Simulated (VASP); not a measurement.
# YCo3B2 (P6/mmm) in VASP: a series of runs

YCo3B2 is run at these levels: LDA; tasks: single point.

All numbers are computed with VASP 6.6.1; they aren't measurements. Logs are shortened: lines on timing, memory, paths and dates and some standing lists are left out, and cuts for length are marked.

## (1) The cell of the first run

Symmetry: P6/mmm, No. 191, hexagonal system. Conventional cell: a = 5.021 Å, b = 5.021 Å, c = 3.025 Å, α = 90.00°, β = 90.00°, γ = 120.00°. B (site symmetry -6m2) has 6 Co at 2.09 Å and 3 Y at 2.90 Å and 3 B at 2.90 Å within 2.9 Å. Within 2.8 Å of Co (site symmetry mmm) lie 4 B at 2.09 Å and 4 Co at 2.51 Å. Y (site symmetry 6/mmm) has 6 B at 2.90 Å and 12 Co at 2.93 Å and 2 Y at 3.02 Å within 3.8 Å.

## (2) Single point, LDA, collinear spin, ferrimagnetic start

Input file INCAR:

```
  ALGO = Normal
  EDIFF = 1E-6
  ENCUT = 520
  ISIF = 2
  ISMEAR = -1
  ISPIN = 2
  LASPH = T
  LCHARG = F
  LMAXMIX = 4
  LORBIT = 11
  LREAL = F
  LWAVE = F
  MAGMOM = 0 0 3 -3 3 0
  NBANDS = 35
  NELM = 150
  PREC = Accurate
  SIGMA = 0.1
```

Input file KPOINTS:

```
k-points
0
Gamma
  5 5 7
```

Input file POSCAR:

```
YCo3B2
1.0
    5.0209984600      0.0000000000      0.0000000000
   -2.5104992300      4.3483122200      0.0000000000
    0.0000000000      0.0000000000      3.0250000000
B Co Y
2 3 1
Direct
    0.3333333300      0.6666666700      0.0000000000
    0.6666666700      0.3333333300      0.0000000000
    0.5000000000      0.0000000000      0.5000000000
    0.5000000000      0.5000000000      0.5000000000
    0.0000000000      0.5000000000      0.5000000000
    0.0000000000      0.0000000000      0.0000000000
```

Potentials or basis: VASP PAW LDA potentials, release 64 (B, Co, Y_sv).

Launch:

```
cat potpaw_LDA.64/B/POTCAR potpaw_LDA.64/Co/POTCAR potpaw_LDA.64/Y_sv/POTCAR > POTCAR
mpirun -np 1 vasp_std > vasp.out
```

OUTCAR:

```text
EDIFF = 1E-6
   ENCUT = 520
   ISIF = 2
   ISMEAR = -1
   ISPIN = 2
   LASPH = T
   LORBIT = 11
   LREAL = F
   NELM = 150
   PREC = Accurate

 ion  position               nearest neighbor table
   1  0.333  0.667  0.000-   5 2.09   5 2.09   3 2.09   3 2.09   4 2.09   4 2.09   6 2.90   6 2.90
                             6 2.90
   2  0.667  0.333  0.000-   5 2.09   5 2.09   3 2.09   3 2.09   4 2.09   4 2.09   6 2.90   6 2.90
                             6 2.90
   3  0.500  0.000  0.500-   1 2.09   2 2.09   1 2.09   2 2.09   4 2.51   5 2.51   4 2.51   5 2.51
                             6 2.93   6 2.93   6 2.93   6 2.93
   4  0.500  0.500  0.500-   1 2.09   2 2.09   1 2.09   2 2.09   5 2.51   5 2.51   3 2.51   3 2.51
                             6 2.93   6 2.93   6 2.93   6 2.93
   5  0.000  0.500  0.500-   1 2.09   2 2.09   1 2.09   2 2.09   4 2.51   4 2.51   3 2.51   3 2.51
                             6 2.93   6 2.93   6 2.93   6 2.93
   6  0.000  0.000  0.000-   1 2.90   2 2.90   2 2.90   1 2.90   2 2.90   1 2.90   3 2.93   3 2.93
                             3 2.93   3 2.93   5 2.93   5 2.93   5 2.93   4 2.93   4 2.93   5 2.93

  LATTYP: Found a hexagonal cell.
 ALAT       =     5.0209984600
 C/A-ratio  =     0.6024698123

  Lattice vectors:

 A1 = (   5.0209984600,   0.0000000000,   0.0000000000)
 A2 = (  -2.5104992300,   4.3483122200,   0.0000000000)
 A3 = (   0.0000000000,   0.0000000000,   3.0250000000)

Analysis of symmetry for initial positions (statically):
=====================================================================
 Subroutine PRICEL returns:
 Original cell was already a primitive cell.

 Routine SETGRP: Setting up the symmetry group for a
 hexagonal supercell.

 Subroutine GETGRP returns: Found 24 space group operations
 (whereof 24 operations were pure point group operations)
 out of a pool of 24 trial point group operations.

The static configuration has the point symmetry D_6h.

Analysis of symmetry for dynamics (positions and initial velocities):
=====================================================================
 Subroutine PRICEL returns:
 Original cell was already a primitive cell.

 Routine SETGRP: Setting up the symmetry group for a
 hexagonal supercell.

 Subroutine GETGRP returns: Found 24 space group operations
 (whereof 24 operations were pure point group operations)
 out of a pool of 24 trial point group operations.

The dynamic configuration has the point symmetry D_6h.

Analysis of structural, dynamic, and magnetic symmetry:
=====================================================================
 Subroutine PRICEL returns:
 Original cell was already a primitive cell.

 Routine SETGRP: Setting up the symmetry group for a
 hexagonal supercell.

 Subroutine GETGRP returns: Found  8 space group operations
 (whereof  8 operations were pure point group operations)
 out of a pool of 24 trial point group operations.

The overall configuration has the point symmetry D_2h.

 Subroutine INISYM returns: Found  8 space group operations
 (whereof  8 operations are pure point group operations),
 and found     1 'primitive' translations

----------------------------------------------------------------------------------------

                                     Primitive cell

  volume of cell :      66.0444

  direct lattice vectors                    reciprocal lattice vectors
     5.020998460  0.000000000  0.000000000     0.199163574  0.114987143  0.000000000
    -2.510499230  4.348312220  0.000000000     0.000000000  0.229974286  0.000000000
     0.000000000  0.000000000  3.025000000     0.000000000  0.000000000  0.330578512

  length of vectors
     5.020998460  5.020998461  3.025000000     0.229974286  0.229974286  0.330578512

  position of ions in fractional coordinates (direct lattice)
     0.333333330  0.666666670  0.000000000
     0.666666670  0.333333330  0.000000000
[... 37 lines left out ...]

 Found     36 irreducible k-points:

 Following reciprocal coordinates:
            Coordinates               Weight
  0.000000  0.000000  0.000000      1.000000
  0.200000  0.000000  0.000000      4.000000
 -0.200000  0.200000  0.000000      2.000000
  0.400000 -0.000000  0.000000      4.000000
 -0.400000  0.400000  0.000000      2.000000
  0.200000  0.200000  0.000000      2.000000
[... 16 lines left out ...]
 -0.400000  0.400000  0.285714      4.000000
  0.200000  0.200000  0.285714      4.000000
 [... further k-points ...]
   k-points           NKPTS =     36   k-points in BZ     NKDIM =     36   number of bands    NBANDS=     35
   number of dos      NEDOS =    301   number of ions     NIONS =      6
   total plane-waves  NPLWV =  38400
   dimension x,y,z NGX =    40 NGY =   40 NGZ =   24
   dimension x,y,z NGXF=    80 NGYF=   80 NGZF=   48
   ions per type =               2   3   1
   NGX,Y,Z   is equivalent  to a cutoff of  13.24, 13.24, 13.19 a.u.
   NGXF,Y,Z  is equivalent  to a cutoff of  26.49, 26.49, 26.38 a.u.
 SYSTEM =  unknown system
   PREC   = accura    normal or accurate (medium, high low for compatibility)
   ISTART =      0    job   : 0-new  1-cont  2-samecut
   ICHARG =      2    charge: 1-file 2-atom 10-const
   ISPIN  =      2    spin polarized calculation?
   LNONCOLLINEAR =      F non collinear calculations
   LSORBIT =      F    spin-orbit coupling
   LASPH  =      T    aspherical Exc in radial PAW
   ENCUT  =  520.0 eV  38.22 Ry    6.18 a.u.   9.34  9.34  5.62*2*pi/ulx,y,z
   NELM   =    150;   NELMIN=  2; NELMDL= -5     # of ELM steps
   EDIFF  = 0.1E-05   stopping-criterion for ELM
   LREAL  =      F    real-space projection
[... 7 lines left out ...]
   TEBEG  =    0.0;   TEEND  =   0.0 temperature during run
   PSTRESS=    0.0 pullay stress
   NELECT =      44.0000    total number of electrons
   NUPDOWN=      -1.0000    fix difference up-down
   EMIN   =  10.00;   EMAX   =-10.00  energy-range for DOS
   EFERMI =   0.00;   METHOD = LEGACY
   ISMEAR =    -1;   SIGMA  =   0.10  broadening in eV -4-tet -1-fermi 0-gaus
   EFERMI_NEDOS =   21; number of points for ismear=-14 and -15
   IALGO  =     38    algorithm
   IMIX   =      4    mixing-type and parameters
     AMIX     =   0.40;   BMIX     =  1.00
     AMIX_MAG =   1.60;   BMIX_MAG =  1.00
  volume/ion in A,a.u.               =      11.01        74.28
  Fermi-wavevector in a.u.,A,eV,Ry     =   1.429817  2.701962 27.815417  2.044375
  Thomas-Fermi vector in A             =   2.549729
   LORBIT       =     11    0 simple, 1 ext, 2 COOP (PROOUT), +10 PAW based schemes
   GGA     = CA    functional components
   LHFCALC =     F    Hartree Fock is set to
   AEXX    =    0.0000 exact exchange contribution
   IVDW    =     0    specifies the selected vdW correction
   LEPSILON=     F    determine dielectric tensor
   LRPA    =     F    only Hartree local field effects (RPA)
 spin polarized calculation
  energy-cutoff  :      520.00
  volume of cell :       66.04
 maximum number of plane-waves:      1811
 NGX is ok and might be reduce to    40
   NGX = 19   NGY = 19   NGZ = 11

 number of electron      44.0000017 magnetization       0.0011830

 number of electron      44.0000017 magnetization      -0.0002813

 Free energy of the ion-electron system (eV)
  ---------------------------------------------------
  ext. energy  EPLUGINS =         0.00000000
  ---------------------------------------------------
  free energy    TOTEN  =       -49.76543193 eV

  energy without entropy =      -49.64566916  energy(sigma->0) =      -49.70555054

 E-fermi :   7.8978     XC(G=0): -12.8493

 val. band max:        7.8967804595   @ k =  -0.2000   0.2000   0.4286
 cond. band min:       7.9016981279   @ k =   0.2000   0.2000   0.2857
 fundamental gap:      0.0049176683
 Fermi energy:         7.8977795784

 spin component 1

 k-point     1 :       0.0000    0.0000    0.0000
  band No.  band energies     occupation
      1     -33.5276      1.00000
      2     -13.7197      1.00000
      3     -13.7197      1.00000
      4     -13.1666      1.00000
      5      -2.6811      1.00000
      6       2.1567      1.00000
[... 877 lines left out ...]
     33      15.5917      0.00000
     34      17.1686      0.00000

 [... further k-points ...]

 spin component 2

 k-point     1 :       0.0000    0.0000    0.0000
  band No.  band energies     occupation
      1     -33.5276      1.00000
      2     -13.7197      1.00000
      3     -13.7197      1.00000
      4     -13.1665      1.00000
      5      -2.6811      1.00000
      6       2.1567      1.00000
[... 877 lines left out ...]
     33      15.5917      0.00000
     34      17.1685      0.00000

 [... further k-points ...]

 [bands above 34 left out]

------------------------ aborting loop because EDIFF is reached ----------------------------------------

  FORCE on cell =-STRESS in cart. coord.  units (eV):
  Direction    XX          YY          ZZ          XY          YZ          ZX
  --------------------------------------------------------------------------------------
  -------------------------------------------------------------------------------------
  Total       -6.1775225     -6.1779742     -5.8609054     -0.0003912      0.0000000      0.0000000
  in kB     -149.8610365   -149.8719937   -142.1801962     -0.0094891      0.0000000      0.0000000
  external PRESSURE =    -147.3044088 kB  Pullay stress =       0.0000000 kB

 VOLUME and BASIS-vectors are now :
 -----------------------------------------------------------------------------
  energy-cutoff  :      520.00
  volume of cell :       66.04
      direct lattice vectors                 reciprocal lattice vectors
     5.020998460  0.000000000  0.000000000     0.199163574  0.114987143  0.000000000
    -2.510499230  4.348312220  0.000000000     0.000000000  0.229974286  0.000000000
     0.000000000  0.000000000  3.025000000     0.000000000  0.000000000  0.330578512

 POSITION                                       TOTAL-FORCE (eV/Angst)
 -----------------------------------------------------------------------------------
     -0.00000      2.89887      0.00000         0.000029     -0.000017      0.000000
      2.51050      1.44944      0.00000        -0.000029      0.000017      0.000000
      2.51050      0.00000      1.51250         0.000000      0.000000      0.000000
      1.25525      2.17416      1.51250         0.000000      0.000000      0.000000
     -1.25525      2.17416      1.51250         0.000000      0.000000      0.000000
      0.00000      0.00000      0.00000         0.000000      0.000000      0.000000
 -----------------------------------------------------------------------------------
    total drift:                               -0.000000      0.000000     -0.000000

  FREE ENERGIE OF THE ION-ELECTRON SYSTEM (eV)
  ---------------------------------------------------
  free  energy   TOTEN  =       -49.7654319302 eV

  energy  without entropy=      -49.6456691559  energy(sigma->0) =      -49.70555054

 total charge

# of ion       s       p       d       f       tot
--------------------------------------------------
    1        0.703   1.069   0.000   0.000   1.772
    2        0.703   1.069   0.000   0.000   1.772
    3        0.493   0.603   7.448   0.000   8.543
    4        0.493   0.603   7.447   0.000   8.543
    5        0.493   0.603   7.448   0.000   8.543
    6        2.242   6.491   1.163   0.070   9.966
--------------------------------------------------
tot          5.126  10.438  23.505   0.070  39.139

 magnetization (x)

# of ion       s       p       d       f       tot
--------------------------------------------------
    1        0.000   0.000   0.000   0.000   0.000
    2        0.000   0.000   0.000   0.000   0.000
    3        0.000   0.000   0.000   0.000   0.000
    4       -0.000  -0.000  -0.000   0.000  -0.000
    5        0.000   0.000   0.000   0.000   0.000
    6       -0.000   0.000   0.000   0.000   0.000
--------------------------------------------------
tot         -0.000   0.000  -0.000   0.000  -0.000
```

Run time: 3 min. Hardware: 1 thread of Intel Xeon Platinum 8259CL at 2.50GHz (Skylake/Cascade Lake), shared host; peak memory 0.28 GiB.

What came out:

- Free energy: -49.7654 eV
- Pressure: -14.7 GPa
- Band gap on the k mesh: zero (filled and empty bands overlap)
- Net moment: 0.00 μB per cell
- Valence electrons inside the program's atomic spheres: B 1.77; Co 8.54; Y 9.97

Stress tensor (GPa, compression positive):
```
-14.99   0.00   0.00
  0.00 -14.99   0.00
  0.00   0.00 -14.22
```

Levels at points of the mesh, in eV from the Fermi level:
Spin up:
| k point | band 18 | band 19 | band 20 | band 21 | band 22 | band 23 | band 24 | band 25 | band 26 | band 27 |
| --- | --- | --- | --- | --- | --- | --- | --- | --- | --- | --- |
| (0.00, 0.00, 0.00) | -0.61 | -0.61 | -0.43 | -0.43 | -0.34 | 0.46 | 1.25 | 1.39 | 1.55 | 1.55 |
Spin down:
```
           k point  band 20  band 21  band 22  band 23  band 24  band 25
(0.00, 0.00, 0.00)    -0.43    -0.43    -0.34     0.46     1.25     1.39
```

Caveat: the cell stands under tension.

## (3) Single point, LDA, collinear spin, ferrimagnetic start

Input file INCAR:

```
SYSTEM = YCo3B2
  PREC = Accurate
  ENCUT = 520
  EDIFF = 1E-7
  ISMEAR = -1
  SIGMA = 0.1
  LREAL = .FALSE.
  LASPH = .TRUE.
  NELM = 150
  ALGO = Normal
  ISIF = 2
  LWAVE = .FALSE.
  LCHARG = .FALSE.
  ISPIN = 2
  MAGMOM = 0 0 3 -3 -3 0
  LORBIT = 11
  LMAXMIX = 4
  GGA = CA
  NBANDS = 35
```

Input file KPOINTS:

```
Automatic mesh
0
G
  5 5 7
  0 0 0
```

POSCAR is that of step 2.

Potentials or basis: VASP PAW LDA potentials, release 64 (B, Co, Y_sv).

Launch:

```
cat potpaw_LDA.64/B/POTCAR potpaw_LDA.64/Co/POTCAR potpaw_LDA.64/Y_sv/POTCAR > POTCAR
mpirun -np 1 vasp_std > vasp.out
```

OUTCAR:

```text
SYSTEM = YCo3B2
   PREC = Accurate
   ENCUT = 520
   EDIFF = 1E-7
   ISMEAR = -1
   LREAL = .FALSE.
   LASPH = .TRUE.
   NELM = 150
   ISIF = 2
   ISPIN = 2
   LORBIT = 11
   GGA = CA

 ion  position               nearest neighbor table
   1  0.333  0.667  0.000-   5 2.09   5 2.09   3 2.09   3 2.09   4 2.09   4 2.09   6 2.90   6 2.90
                             6 2.90
   2  0.667  0.333  0.000-   5 2.09   5 2.09   3 2.09   3 2.09   4 2.09   4 2.09   6 2.90   6 2.90
                             6 2.90
   3  0.500  0.000  0.500-   1 2.09   2 2.09   1 2.09   2 2.09   4 2.51   5 2.51   4 2.51   5 2.51
                             6 2.93   6 2.93   6 2.93   6 2.93
   4  0.500  0.500  0.500-   1 2.09   2 2.09   1 2.09   2 2.09   5 2.51   5 2.51   3 2.51   3 2.51
                             6 2.93   6 2.93   6 2.93   6 2.93
   5  0.000  0.500  0.500-   1 2.09   2 2.09   1 2.09   2 2.09   4 2.51   4 2.51   3 2.51   3 2.51
                             6 2.93   6 2.93   6 2.93   6 2.93
   6  0.000  0.000  0.000-   1 2.90   2 2.90   2 2.90   1 2.90   2 2.90   1 2.90   3 2.93   3 2.93
                             3 2.93   3 2.93   5 2.93   5 2.93   5 2.93   4 2.93   4 2.93   5 2.93

  LATTYP: Found a hexagonal cell.
 ALAT       =     5.0209984600
 C/A-ratio  =     0.6024698123

  Lattice vectors:

 A1 = (   5.0209984600,   0.0000000000,   0.0000000000)
[... 2005 lines left out ...]
 -----------------------------------------------------------------------------
  energy-cutoff  :      520.00
  volume of cell :       66.04
      direct lattice vectors                 reciprocal lattice vectors
     5.020998460  0.000000000  0.000000000     0.199163574  0.114987143  0.000000000
    -2.510499230  4.348312220  0.000000000     0.000000000  0.229974286  0.000000000
     0.000000000  0.000000000  3.025000000     0.000000000  0.000000000  0.330578512

 POSITION                                       TOTAL-FORCE (eV/Angst)
 -----------------------------------------------------------------------------------
     -0.00000      2.89887      0.00000        -0.000000     -0.000056      0.000000
      2.51050      1.44944      0.00000         0.000000      0.000056      0.000000
      2.51050      0.00000      1.51250        -0.000000      0.000000      0.000000
      1.25525      2.17416      1.51250        -0.000000      0.000000      0.000000
     -1.25525      2.17416      1.51250         0.000000      0.000000      0.000000
      0.00000      0.00000      0.00000         0.000000      0.000000      0.000000
 -----------------------------------------------------------------------------------
    total drift:                               -0.000000      0.000000     -0.000000

  FREE ENERGIE OF THE ION-ELECTRON SYSTEM (eV)
  ---------------------------------------------------
  free  energy   TOTEN  =       -49.7654318297 eV

  energy  without entropy=      -49.6456754433  energy(sigma->0) =      -49.70555364

 total charge

# of ion       s       p       d       f       tot
--------------------------------------------------
    1        0.703   1.069   0.000   0.000   1.772
    2        0.703   1.069   0.000   0.000   1.772
    3        0.493   0.603   7.448   0.000   8.543
    4        0.493   0.603   7.448   0.000   8.543
    5        0.493   0.603   7.448   0.000   8.543
    6        2.242   6.491   1.163   0.070   9.966
--------------------------------------------------
tot          5.126  10.438  23.505   0.070  39.139

 magnetization (x)

# of ion       s       p       d       f       tot
--------------------------------------------------
    1       -0.000  -0.000   0.000   0.000  -0.000
    2       -0.000  -0.000   0.000   0.000  -0.000
    3        0.000   0.000   0.000   0.000   0.000
    4       -0.000  -0.000  -0.000   0.000  -0.000
    5       -0.000  -0.000  -0.000   0.000  -0.000
    6       -0.000  -0.000  -0.000  -0.000  -0.000
--------------------------------------------------
tot         -0.000  -0.000   0.000  -0.000   0.000
```

OSZICAR:

```text
N       E                     dE             d eps       ncg     rms          rms(c)
DAV:   1     0.316014495537E+03    0.31601E+03   -0.19176E+04  5048   0.149E+03
DAV:   2    -0.287355961367E+02   -0.34475E+03   -0.32375E+03  5052   0.354E+02
[... 11 lines left out ...]
DAV:  14    -0.497653765444E+02   -0.28779E-03   -0.32456E-03  6938   0.474E-01    0.397E-01
DAV:  15    -0.497654281622E+02   -0.51618E-04   -0.84924E-04  8199   0.260E-01    0.160E-01
DAV:  16    -0.497654312015E+02   -0.30393E-05   -0.19615E-04  7937   0.120E-01    0.360E-02
DAV:  17    -0.497654326800E+02   -0.14785E-05   -0.20498E-05  6961   0.365E-02    0.202E-02
DAV:  18    -0.497654319191E+02    0.76081E-06   -0.27095E-06  6606   0.193E-02    0.101E-02
DAV:  19    -0.497654318297E+02    0.89433E-07   -0.50735E-07  6052   0.482E-03
   1 F= -.49765432E+02 E0= -.49705554E+02  d E =-.119756E+00  mag=     0.0001
```

It took 3.7 min on 1 thread of Intel Xeon Platinum 8259CL at 2.50GHz (Skylake/Cascade Lake), shared host; peak memory 0.28 GiB.

Results:

| Item | Value |
| --- | --- |
| Free energy | -49.7654 eV |
| Pressure | -14.7 GPa |
| Band gap on the k mesh | zero (filled and empty bands overlap) |
| Net moment | 0.00 μB per cell |
| Valence electrons inside the program's atomic spheres | B 1.77; Co 8.54; Y 9.97 |

Stress tensor (GPa, compression positive):
```
-14.98   0.00   0.00
  0.00 -14.98   0.00
  0.00   0.00 -14.20
```

Caveat: the cell stands under tension.
